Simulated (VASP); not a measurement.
# Ta3HN3 in VASP: a series of runs, part 2 of 2

VASP 6.6.1. The steps go on from the part before.

**4. Single point, PBE, collinear spin**

Contents of INCAR:

```
  PREC = Accurate
  ENCUT = 520
  EDIFF = 1E-6
  ISMEAR = 0
  SIGMA = 0.1
  LREAL = False
  LASPH = True
  NELM = 150
  ALGO = Normal
  ISIF = 2
  LWAVE = False
  LCHARG = False
  ISPIN = 2
  MAGMOM = 0 0 0 0 0 0 1
  LORBIT = 11
  LMAXMIX = 4
  LDIPOL = True
  IDIPOL = 3
  DIPOL = 0.5 0.5 0.321
  GGA = PE
  NBANDS = 38
```

Contents of KPOINTS:

```
regular mesh
0
Gamma
  9 9 1
```

Contents of POSCAR:

```
Ta3HN3
1.0
    3.1228193035      0.0000000000      0.0000000000
    0.0000000000      3.1228193035      0.0000000000
    0.0000000000      0.0000000000     21.5908392430
Ta N H
3 3 1
Direct
    0.0000000000      0.0000000000      0.1852637572
    0.5000000000      0.5000000000      0.2890369107
    0.0000000000      0.0000000000      0.3832407719
    0.5000000000      0.5000000000      0.1852637572
    0.0000000000      0.0000000000      0.2843927699
    0.5000000000      0.5000000000      0.3978927890
    0.8750000000      0.8750000000      0.5252616221
```

Potentials or basis: VASP PAW PBE potentials, release 64 (Ta_pv, N, H).

The run is started by

```console
cat potpaw_PBE.64/Ta_pv/POTCAR potpaw_PBE.64/N/POTCAR potpaw_PBE.64/H/POTCAR > POTCAR
mpirun -np 1 vasp_std > vasp.out
```

OUTCAR:

```text
PREC = Accurate
   ENCUT = 520
   EDIFF = 1E-6
   ISMEAR = 0
   LREAL = False
   LASPH = True
   NELM = 150
   ISIF = 2
   ISPIN = 2
   LORBIT = 11
   GGA = PE

 ion  position               nearest neighbor table
   1  0.000  0.000  0.185-   5 2.14   4 2.21   4 2.21   4 2.21   4 2.21   2 3.15   2 3.15   2 3.15
                             2 3.15
   2  0.500  0.500  0.289-   5 2.21   5 2.21   5 2.21   5 2.21   4 2.24   6 2.35   3 3.00   3 3.00
                             3 3.00   3 3.00   1 3.15   1 3.15   1 3.15   1 3.15
   3  0.000  0.000  0.383-   5 2.13   6 2.23   6 2.23   6 2.23   6 2.23   2 3.00   2 3.00   2 3.00
                             2 3.00
   4  0.500  0.500  0.185-   1 2.21   1 2.21   1 2.21   1 2.21   2 2.24
   5  0.000  0.000  0.284-   3 2.13   1 2.14   2 2.21   2 2.21   2 2.21   2 2.21
   6  0.500  0.500  0.398-   3 2.23   3 2.23   3 2.23   3 2.23   2 2.35
   7  0.875  0.875  0.525-

  LATTYP: Found a simple tetragonal cell.
 ALAT       =     3.1228193035
 C/A-ratio  =     6.9138932306

  Lattice vectors:

[... 2103 lines left out ...]
  in kB      -63.1088321    -63.1088321    -13.4649826     -0.0818839      1.8507678      1.8507676
  external PRESSURE =     -46.5608823 kB  Pullay stress =       0.0000000 kB

 VOLUME and BASIS-vectors are now :
 -----------------------------------------------------------------------------
  energy-cutoff  :      520.00
  volume of cell :      210.55
      direct lattice vectors                 reciprocal lattice vectors
     3.122819304  0.000000000  0.000000000     0.320223459  0.000000000  0.000000000
     0.000000000  3.122819304  0.000000000     0.000000000  0.320223459  0.000000000
     0.000000000  0.000000000 21.590839243     0.000000000  0.000000000  0.046315939

 POSITION                                       TOTAL-FORCE (eV/Angst)
 -----------------------------------------------------------------------------------
      0.00000      0.00000      4.00000         0.009836      0.009836      1.239463
      1.56141      1.56141      6.24055        -0.005274     -0.005274      0.083972
      0.00000      0.00000      8.27449        -0.070389     -0.070389      1.301989
      1.56141      1.56141      4.00000        -0.004996     -0.004996     -1.177731
      0.00000      0.00000      6.14028         0.006705      0.006705     -0.301078
      1.56141      1.56141      8.59084        -0.025713     -0.025713     -0.580837
      2.73247      2.73247     11.34084         0.089831      0.089831     -0.565777
 -----------------------------------------------------------------------------------
    total drift:                                0.000027      0.000027      0.000013

  FREE ENERGIE OF THE ION-ELECTRON SYSTEM (eV)
  ---------------------------------------------------
  free  energy   TOTEN  =       -65.1355331625 eV

  energy  without entropy=      -65.1135600953  energy(sigma->0) =      -65.12454663

 vacuum level on the upper side and lower side of the slab         5.294         3.247

 total charge

# of ion       s       p       d       tot
------------------------------------------
    1        0.281   6.180   2.314   8.775
    2        0.264   6.209   2.485   8.958
    3        0.271   6.191   2.320   8.782
    4        1.237   2.458   0.000   3.695
    5        1.230   2.530   0.000   3.760
    6        1.244   2.405   0.000   3.649
    7        0.381   0.000   0.000   0.381
--------------------------------------------------
tot          4.909  25.973   7.119  38.000

 magnetization (x)

# of ion       s       p       d       tot
------------------------------------------
    1       -0.008  -0.004  -0.098  -0.110
    2       -0.000  -0.000  -0.012  -0.012
    3       -0.006  -0.002  -0.067  -0.075
    4       -0.000   0.010   0.000   0.010
    5       -0.002   0.006   0.000   0.004
    6        0.001   0.019   0.000   0.020
    7        0.304   0.000   0.000   0.304
--------------------------------------------------
tot          0.290   0.028  -0.177   0.141
```

OSZICAR:

```text
N       E                     dE             d eps       ncg     rms          rms(c)
DAV:   1     0.391344982019E+03    0.39134E+03   -0.25806E+04  4456   0.113E+03
DAV:   2    -0.444140817998E+02   -0.43576E+03   -0.41713E+03  4770   0.315E+02
DAV:   3    -0.744554214510E+02   -0.30041E+02   -0.29296E+02  4792   0.773E+01
[... 29 lines left out ...]
DAV:  33    -0.651355268015E+02   -0.31356E-05   -0.97026E-08  3020   0.743E-04    0.322E-04
DAV:  34    -0.651355292695E+02   -0.24679E-05   -0.75340E-08  3010   0.611E-04    0.244E-04
DAV:  35    -0.651355308570E+02   -0.15875E-05   -0.35856E-08  2780   0.344E-04    0.206E-04
DAV:  36    -0.651355321860E+02   -0.13290E-05   -0.42932E-08  2976   0.328E-04    0.148E-04
DAV:  37    -0.651355331625E+02   -0.97652E-06   -0.39093E-08  2952   0.359E-04
   1 F= -.65135533E+02 E0= -.65124547E+02  d E =-.219731E-01  mag=     0.4740
```

stdout:

```text
POSCAR found type information on POSCAR TaN H
 POSCAR found :  3 types and       7 ions
 scaLAPACK will be used
 LDA part: xc-table for (Slater+PW92), standard interpolation
 POSCAR, INCAR and KPOINTS ok, starting setup
 FFT: planning ... GRIDC
 FFT: planning ... GRID_SOFT
 FFT: planning ... GRID
 WAVECAR not read
 entering main loop
```

It took 31 min on 1 thread of Intel Xeon 8259CL, shared host; peak memory 0.56 GiB.

Results:

```
Free energy                                           : -65.1355 eV
Largest force                                         : 1.306 eV/Å
Net moment                                            : 0.47 μB per cell
Site moments                                          : Ta -0.11, -0.01, -0.07; N +0.01, +0.00, +0.02; H +0.30 μB
Valence electrons inside the program's atomic spheres : Ta 8.78, 8.96 (each value once); N 3.69, 3.76, 3.65; H 0.38
```

Forces in eV/Å, atoms in the order of the input:
```
Ta   0.010  0.010  1.239
Ta  -0.005 -0.005  0.084
Ta  -0.070 -0.070  1.302
N   -0.005 -0.005 -1.178
N    0.007  0.007 -0.301
N   -0.026 -0.026 -0.581
H    0.090  0.090 -0.566
```

Caveat: a moment this small can come from the mesh or the smearing; spin-orbit coupling is left out, which moves the levels of the heavy elements.

**5. Single point, PBE, collinear spin**

Contents of INCAR:

```
PREC = Accurate ; ENCUT = 520
EDIFF = 1E-6 ; ISMEAR = 0
SIGMA = 0.1 ; LREAL = F
LASPH = T ; NELM = 150
ALGO = Normal ; ISIF = 2
LWAVE = F ; LCHARG = F
ISPIN = 2 ; MAGMOM = 0 0 0 0 0 0 1
LORBIT = 11 ; LMAXMIX = 4
LDIPOL = T ; IDIPOL = 3
DIPOL = 0.5 0.5 0.318 ; GGA = PE
NBANDS = 38
```

KPOINTS is that of step 4.

Edit POSCAR of step 4 so:

```diff
@@ -14,2 +14,2 @@
     0.5000000000      0.5000000000      0.3978927890
-    0.8750000000      0.8750000000      0.5252616221
+    0.8750000000      0.8750000000      0.5021036524
```

Potentials or basis: VASP PAW PBE potentials, release 64 (Ta_pv, N, H).

The run is started by

```console
cat potpaw_PBE.64/Ta_pv/POTCAR potpaw_PBE.64/N/POTCAR potpaw_PBE.64/H/POTCAR > POTCAR
mpirun -np 1 vasp_std > vasp.out
```

OUTCAR:

```text
PREC = Accurate
   ENCUT = 520
   EDIFF = 1E-6
   ISMEAR = 0
   LREAL = F
   LASPH = T
   NELM = 150
   ISIF = 2
   ISPIN = 2
   LORBIT = 11
   GGA = PE

 ion  position               nearest neighbor table
   1  0.000  0.000  0.185-   5 2.14   4 2.21   4 2.21   4 2.21   4 2.21   2 3.15   2 3.15   2 3.15
                             2 3.15
   2  0.500  0.500  0.289-   5 2.21   5 2.21   5 2.21   5 2.21   4 2.24   6 2.35   3 3.00   3 3.00
                             3 3.00   3 3.00   1 3.15   1 3.15   1 3.15   1 3.15
   3  0.000  0.000  0.383-   5 2.13   6 2.23   6 2.23   6 2.23   6 2.23   2 3.00   2 3.00   2 3.00
                             2 3.00
   4  0.500  0.500  0.185-   1 2.21   1 2.21   1 2.21   1 2.21   2 2.24
   5  0.000  0.000  0.284-   3 2.13   1 2.14   2 2.21   2 2.21   2 2.21   2 2.21
   6  0.500  0.500  0.398-   3 2.23   3 2.23   3 2.23   3 2.23   2 2.35
   7  0.875  0.875  0.502-

  LATTYP: Found a simple tetragonal cell.
 ALAT       =     3.1228193035
 C/A-ratio  =     6.9138932306

  Lattice vectors:

 A1 = (   3.1228193035,   0.0000000000,   0.0000000000)
 A2 = (   0.0000000000,   3.1228193035,   0.0000000000)
 A3 = (   0.0000000000,   0.0000000000,  21.5908392430)

Analysis of symmetry for initial positions (statically):
=====================================================================
 Subroutine PRICEL returns:
 Original cell was already a primitive cell.

 Routine SETGRP: Setting up the symmetry group for a
 simple tetragonal supercell.

 Subroutine GETGRP returns: Found  2 space group operations
 (whereof  2 operations were pure point group operations)
 out of a pool of 16 trial point group operations.

The static configuration has the point symmetry C_1h.

Analysis of symmetry for dynamics (positions and initial velocities):
=====================================================================
 Subroutine PRICEL returns:
 Original cell was already a primitive cell.

 Routine SETGRP: Setting up the symmetry group for a
 simple tetragonal supercell.

 Subroutine GETGRP returns: Found  2 space group operations
 (whereof  2 operations were pure point group operations)
 out of a pool of 16 trial point group operations.

The dynamic configuration has the point symmetry C_1h.

Analysis of structural, dynamic, and magnetic symmetry:
=====================================================================
 Subroutine PRICEL returns:
 Original cell was already a primitive cell.

 Routine SETGRP: Setting up the symmetry group for a
 simple tetragonal supercell.

 Subroutine GETGRP returns: Found  2 space group operations
 (whereof  2 operations were pure point group operations)
 out of a pool of 16 trial point group operations.

The overall configuration has the point symmetry C_1h.

 Subroutine INISYM returns: Found  2 space group operations
 (whereof  2 operations are pure point group operations),
 and found     1 'primitive' translations

----------------------------------------------------------------------------------------

                                     Primitive cell

  volume of cell :     210.5539

  direct lattice vectors                    reciprocal lattice vectors
     3.122819304  0.000000000  0.000000000     0.320223459  0.000000000  0.000000000
     0.000000000  3.122819304  0.000000000     0.000000000  0.320223459  0.000000000
     0.000000000  0.000000000 21.590839243     0.000000000  0.000000000  0.046315939

  length of vectors
     3.122819304  3.122819304 21.590839243     0.320223459  0.320223459  0.046315939

[... 111 lines left out ...]
  Fermi-wavevector in a.u.,A,eV,Ry     =   1.006976  1.902909 13.796316  1.014001
  Thomas-Fermi vector in A             =   2.139752
   LORBIT       =     11    0 simple, 1 ext, 2 COOP (PROOUT), +10 PAW based schemes
   GGA     = PE    functional components
   LHFCALC =     F    Hartree Fock is set to
   AEXX    =    0.0000 exact exchange contribution
   IVDW    =     0    specifies the selected vdW correction
   LEPSILON=     F    determine dielectric tensor
   LRPA    =     F    only Hartree local field effects (RPA)
 spin polarized calculation
 Gauss-broadening in eV      SIGMA  =   0.10
  energy-cutoff  :      520.00
  volume of cell :      210.55
 maximum number of plane-waves:      5708
   NGX = 11   NGY = 11   NGZ = 81

 dipolmoment           0.000000      0.000000     -0.660518 electrons x Angstroem

 number of electron      49.0000001 magnetization       0.1124340

 dipolmoment           0.000000      0.000000      0.157085 electrons x Angstroem

 Free energy of the ion-electron system (eV)
  ---------------------------------------------------
  ext. energy  EPLUGINS =         0.00000000
  ---------------------------------------------------
  free energy    TOTEN  =       -65.61147243 eV

  energy without entropy =      -65.59078131  energy(sigma->0) =      -65.60112687

 E-fermi :  -0.5537     XC(G=0):  -5.3943

 val. band max:       -0.5553688294   @ k =  -0.1111   0.2222   0.0000
 cond. band min:      -0.5517549685   @ k =   0.0000   0.0000   0.0000
 fundamental gap:      0.0036138609
 Fermi energy:        -0.5536849418

 spin component 1

 k-point     1 :       0.0000    0.0000    0.0000
  band No.  band energies     occupation
      1     -36.7693      1.00000
      2     -36.4786      1.00000
      3     -36.4401      1.00000
      4     -36.4378      1.00000
      5     -36.2547      1.00000
      6     -36.2536      1.00000
[... 925 lines left out ...]
     35       3.9489      0.00000
     36       4.0620      0.00000

 [... further k-points ...]

 spin component 2

 k-point     1 :       0.0000    0.0000    0.0000
  band No.  band energies     occupation
      1     -36.8820      1.00000
      2     -36.5350      1.00000
      3     -36.4948      1.00000
      4     -36.4919      1.00000
      5     -36.2771      1.00000
      6     -36.2763      1.00000
[... 925 lines left out ...]
     35       3.9186      0.00000
     36       4.1413      0.00000

 [... further k-points ...]

 [bands above 36 left out]

------------------------ aborting loop because EDIFF is reached ----------------------------------------

 vacuum level on the upper side and lower side of the slab       (xc-potential included)         1.490        -1.333

  FORCE on cell =-STRESS in cart. coord.  units (eV):
  Direction    XX          YY          ZZ          XY          YZ          ZX
  --------------------------------------------------------------------------------------
  -------------------------------------------------------------------------------------
  Total       -8.0177404     -8.0177404     -3.1719723     -0.0160211      0.6776509      0.6776510
  in kB      -61.0097627    -61.0097627    -24.1366352     -0.1219102      5.1564805      5.1564810
  external PRESSURE =     -48.7187202 kB  Pullay stress =       0.0000000 kB

 VOLUME and BASIS-vectors are now :
 -----------------------------------------------------------------------------
  energy-cutoff  :      520.00
  volume of cell :      210.55
      direct lattice vectors                 reciprocal lattice vectors
     3.122819304  0.000000000  0.000000000     0.320223459  0.000000000  0.000000000
     0.000000000  3.122819304  0.000000000     0.000000000  0.320223459  0.000000000
     0.000000000  0.000000000 21.590839243     0.000000000  0.000000000  0.046315939

 POSITION                                       TOTAL-FORCE (eV/Angst)
 -----------------------------------------------------------------------------------
      0.00000      0.00000      4.00000         0.031361      0.031361      1.545084
      1.56141      1.56141      6.24055        -0.028865     -0.028865      0.009540
      0.00000      0.00000      8.27449        -0.236642     -0.236642      3.276543
      1.56141      1.56141      4.00000        -0.017145     -0.017145     -1.405201
      0.00000      0.00000      6.14028         0.038801      0.038801     -0.749968
      1.56141      1.56141      8.59084        -0.096405     -0.096405     -1.228047
      2.73247      2.73247     10.84084         0.308896      0.308896     -1.447951
 -----------------------------------------------------------------------------------
    total drift:                                0.000011      0.000011     -0.000154

  FREE ENERGIE OF THE ION-ELECTRON SYSTEM (eV)
  ---------------------------------------------------
  free  energy   TOTEN  =       -65.6114724328 eV

  energy  without entropy=      -65.5907813100  energy(sigma->0) =      -65.60112687

 vacuum level on the upper side and lower side of the slab         5.622         2.724

 total charge

# of ion       s       p       d       tot
------------------------------------------
    1        0.283   6.180   2.317   8.779
    2        0.266   6.211   2.483   8.960
    3        0.275   6.200   2.281   8.756
    4        1.237   2.458   0.000   3.695
    5        1.232   2.528   0.000   3.760
    6        1.252   2.388   0.000   3.640
    7        0.387   0.001   0.000   0.388
--------------------------------------------------
tot          4.932  25.966   7.081  37.979

 magnetization (x)

# of ion       s       p       d       tot
------------------------------------------
    1       -0.008  -0.005  -0.110  -0.123
    2       -0.000  -0.000  -0.017  -0.017
    3       -0.004  -0.001  -0.059  -0.063
    4       -0.000   0.010   0.000   0.010
    5       -0.001   0.005   0.000   0.004
    6        0.002   0.018   0.000   0.020
    7        0.168  -0.000   0.000   0.168
--------------------------------------------------
tot          0.157   0.027  -0.185  -0.001
```

Wall time 22 min (1 thread of Intel Xeon 8259CL, shared host); peak memory 0.56 GiB.

Results:

```
Free energy                                           : -65.6115 eV
Largest force                                         : 3.294 eV/Å
Net moment                                            : 0.11 μB per cell
Site moments                                          : Ta -0.12, -0.02, -0.06; N +0.01, +0.00, +0.02; H +0.17 μB
Valence electrons inside the program's atomic spheres : Ta 8.78, 8.96, 8.76; N 3.69, 3.76, 3.64; H 0.39
```

Forces in eV/Å, atoms in the order of the input:
```
Ta   0.031  0.031  1.545
Ta  -0.029 -0.029  0.010
Ta  -0.237 -0.237  3.277
N   -0.017 -0.017 -1.405
N    0.039  0.039 -0.750
N   -0.096 -0.096 -1.228
H    0.309  0.309 -1.448
```

Caveat: spin-orbit coupling is left out, which moves the levels of the heavy elements.

**6. Overview**

```tsv
cell	gap on the mesh (eV)	moment (μB)	largest force (eV/Å)
as given, atomic positions A	none	0.51	1.21
as given, atomic positions B	none	0.00	1.99
as given, atomic positions C	none	0.47	1.31
as given, atomic positions D	none	0.11	3.29
```

Alike in all rows: task single point; level PBE; potentials or basis VASP PAW PBE potentials, release 64 (Ta_pv, N, H); spin collinear; k mesh 9 × 9 × 1; cutoff (eV) 520; smearing gaussian 0.1 eV.

Caveats: spin-orbit coupling is left out, which moves the levels of the heavy elements; a moment this small can come from the mesh or the smearing (at least some runs).

Total energies depend on the potentials used, so only differences within one code and one set of settings carry meaning.

The gap in the log of VASP goes by the Fermi energy; the results here count the filled bands.